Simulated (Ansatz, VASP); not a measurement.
## One calculation of BAs, two programs

```
CELL_PARAMETERS angstrom
0.00000 2.38850 2.43627
2.38850 0.00000 2.43627
2.38850 2.38850 0.00000
ATOMIC_POSITIONS crystal
B 0.00000 0.00000 0.00000
As 0.75000 0.75000 0.75000
```

Change from the starting cell: zz strain of +2 %, PAW files.

Alike in both runs: task electric field gradients; functional LDA; k mesh 15 × 15 × 15; occupations fermi-dirac, width 0.03 eV; no spin polarisation.

```csv
,VASP,Ansatz
version,VASP 6.6.1,Ansatz 0.2.0
potentials or method,"VASP PAW LDA potentials, release 64 (B, As)","PAW with Ansatz's default frozen-core files, scalar-relativistic"
plane-wave cutoff (eV),520,420
valence electrons in the cell,8,18
```

Ansatz gave:

| Quantity | Value |
| --- | --- |
| pressure (GPa) | -6.4 |
| traceless stress, the component that is largest in VASP (GPa) | -2.78 |
| size of Vzz on the site where it differs most (V/Å²) | 2.5 |

Question: Estimate VASP's values.

Answer: Pressure (GPa): -5.6; traceless stress, the component that is largest in VASP (GPa): -2.77; size of Vzz on the site where it differs most (V/Å²): 2.8.

LDA's correlation is that of Perdew and Zunger in VASP and of Perdew and Wang (1992) in Ansatz. VASP's potentials hold 8 valence electrons a cell and Ansatz's 18, so a difference there can come from the potentials and not from the codes.
